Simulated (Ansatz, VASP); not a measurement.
# SiO2 in VASP and in Ansatz

```
CELL_PARAMETERS angstrom
4.36300 0.00000 0.00000
0.00000 4.36300 0.00000
0.00000 0.00000 2.93190
ATOMIC_POSITIONS crystal
Si 0.50000 0.50000 0.50000
Si 0.00000 0.00000 0.00000
O 0.69301 0.69301 0.00000
O 0.19301 0.80699 0.50000
O 0.30699 0.30699 0.00000
O 0.80699 0.19301 0.50000
```

Alike in both runs: task single point; functional PBE; k mesh 6 × 6 × 8; occupations gaussian, width 0.05 eV; no spin polarisation.

|  | VASP | Ansatz |
| --- | --- | --- |
| version | VASP 6.6.1 | Ansatz 0.2.0 |
| potentials or method | VASP PAW PBE potentials, release 64 (Si, O), cutoff 520 eV | scalar-relativistic, plane waves, PAW |
| valence electrons in the cell | 32 | 32 |

|  | VASP | Ansatz | Ansatz less VASP |
| --- | --- | --- | --- |
| gap on the k mesh at the Fermi level (eV) | 2.49 | 2.51 | +0.023 |
| least direct gap on the mesh (eV) | 2.49 | 2.51 | +0.023 |
| rms of the force components (eV/Å) | 0.095 | 0.098 | +0.0037 |

Atom by atom the forces differ by 0.004 eV/Å (rms over components). With one functional, cell and mesh, what is left measures potentials, basis and numerics.
